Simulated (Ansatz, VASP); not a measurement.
# Two plane-wave programs on GeF5

```
Ge F
1.0
     4.00573    0.00000    0.00000
    -2.00287    3.46907    0.00000
     0.00000    0.00000    5.89415
Ge F
1 5
Direct
  0.00000 0.00000 0.00000
  0.00000 0.50000 0.50000
  0.33333 0.66667 0.00000
  0.66667 0.33333 0.00000
  0.50000 0.00000 0.50000
  0.50000 0.50000 0.50000
```

Change from the starting cell: species swapped into the ErNi5 type (P6/mmm, No. 191).

Alike in both runs: task relaxation of cell and atoms; functional PBE; k mesh 12 × 12 × 6; occupations gaussian, width 0.1 eV; no spin polarisation.

|  | VASP | Ansatz |
| --- | --- | --- |
| version | VASP 6.6.1 | Ansatz 0.2.0 |
| potentials or method | VASP PAW PBE potentials, release 64 (Ge_d, F), cutoff 600 eV | scalar-relativistic, plane waves, PAW |
| valence electrons in the cell | 49 | 49 |

```csv
,VASP,Ansatz,Ansatz less VASP
"gap on the k mesh at the Fermi level, each at its own relaxed structure (eV)",none,none,-
relaxed volume (Å³/atom),13.49,13.79,+0.301
relaxed cell length with the largest relative difference (Å),5.840,5.956,+0.1168
```

A gap of «none» marks a metal or a gap that the smearing closes.
